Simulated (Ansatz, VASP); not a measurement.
# Zr4Si3: VASP beside Ansatz

```
Zr Si
1.0
     5.55121    0.00000    0.00000
     0.00000    5.55121    0.00000
     0.00000    0.00000    5.24732
Zr Si
4 3
Cartesian
  0.0000 0.0000 0.0000
  0.0000 2.7756 2.6237
  2.7756 0.0000 2.6237
  2.7756 2.7756 2.6237
  0.0000 0.0000 2.6237
  0.0000 2.7756 0.0000
  2.7756 0.0000 0.0000
```

Alike in both runs: functional PBE; k mesh 3 × 3 × 4; occupations gaussian, width 0.2 eV; no spin polarisation.

Ansatz relaxed the structure, and its values are those at the end. VASP's run is a single point on that final structure, the one shown.

|  | VASP | Ansatz |
| --- | --- | --- |
| version | VASP 6.6.1 | Ansatz 0.2.0 |
| potentials or method | VASP PAW PBE potentials, release 64 (Zr_sv, Si), cutoff 500 eV | scalar-relativistic, plane waves, PAW |
| valence electrons in the cell | 60 | 60 |

```tsv
	VASP	Ansatz	Ansatz less VASP
gap on the k mesh at the Fermi level (eV)	none	none	-
pressure (GPa)	0.2	0.2	-0.05
```

A gap of «none» marks a metal or a gap that the smearing closes.

The k mesh is coarse, so the values compare programs but aren't converged.
